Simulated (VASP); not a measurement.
Wanted: the native input for a VASP 6.6.1 run.

```
Task                   : single point
Functional             : PBE
Potentials or basis    : VASP PAW PBE potentials, release 64 (Zr_sv, B)
Cutoff                 : 520 eV
k mesh                 : 14 × 14 × 12
Occupations            : gaussian, width 0.05 eV
Spin                   : no spin polarisation
Dipole correction      : no
Further INCAR settings : ALGO = Normal; EDIFF = 1e-06; NBANDS = 16
```

The structure of ZrB2 lies in POSCAR:

```
ZrB2
1.0
    3.1679124952      0.0000000000      0.0000000000
   -1.5839562476      2.7434926978      0.0000000000
    0.0000000000      0.0000000000      3.5376576945
Zr B
1 2
Direct
    0.0000000000      0.0000000000      0.0000000000
    0.3333333333      0.6666666667      0.5000000000
    0.6666666667      0.3333333333      0.5000000000
```

These files were run (other wordings do the same):

INCAR

```
SYSTEM = ZrB2
  PREC = Accurate
  ENCUT = 520
  EDIFF = 1E-6
  ISMEAR = 0
  SIGMA = 0.05
  LREAL = .False.
  LASPH = .True.
  NELM = 60
  ALGO = Normal
  ISIF = 2
  LWAVE = .False.
  LCHARG = .False.
  GGA = PE
  NBANDS = 16
```

KPOINTS

```
regular mesh
0
Gamma
  14 14 12
  0 0 0
```

Potentials or basis: VASP PAW PBE potentials, release 64 (Zr_sv, B).

Run with:

```console
$ cat potpaw_PBE.64/Zr_sv/POTCAR potpaw_PBE.64/B/POTCAR > POTCAR
$ mpirun -np 1 vasp_std > vasp.out
```

Results of the run:

The pressure is 0.9 GPa and the band gap on the k mesh is zero (bands 9 and 10 overlap by 0.98 eV).

It took 42 s on 1 thread of Intel(R) Xeon(R) Platinum 8375C CPU @ 2.90GHz (Ice Lake), on a shared host, peak memory 0.2 GiB.
